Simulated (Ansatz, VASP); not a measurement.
**Ba: VASP beside Ansatz**

```
CELL_PARAMETERS angstrom
4.31161 0.00000 0.00000
-2.15581 3.73397 0.00000
0.00000 0.00000 3.91341
ATOMIC_POSITIONS crystal
Ba 0.66800 0.21400 0.12100
```

Alike in both runs: task single point; functional PBE; k mesh 6 × 6 × 4; occupations gaussian, width 0.1 eV; no spin polarisation.

```csv
,VASP,Ansatz
version,VASP 6.6.1,Ansatz 0.2.0
potentials or method,"VASP PAW PBE potentials, release 64 (Ba_sv), cutoff 500 eV","scalar-relativistic, plane waves, PAW"
valence electrons in the cell,10,10
```

|  | VASP | Ansatz | Ansatz less VASP |
| --- | --- | --- | --- |
| gap on the k mesh at the Fermi level (eV) | none | none | - |
| pressure (GPa) | 0.1 | 0.0 | -0.08 |
| traceless stress, the component that is largest in VASP (GPa) | 0.64 | 0.61 | -0.029 |

A gap of «none» marks a metal or a gap that the smearing closes. With one functional, cell and mesh, what is left measures potentials, basis and numerics.

The k mesh is coarse, so the values compare programs but aren't converged. Spin-orbit coupling is off throughout.
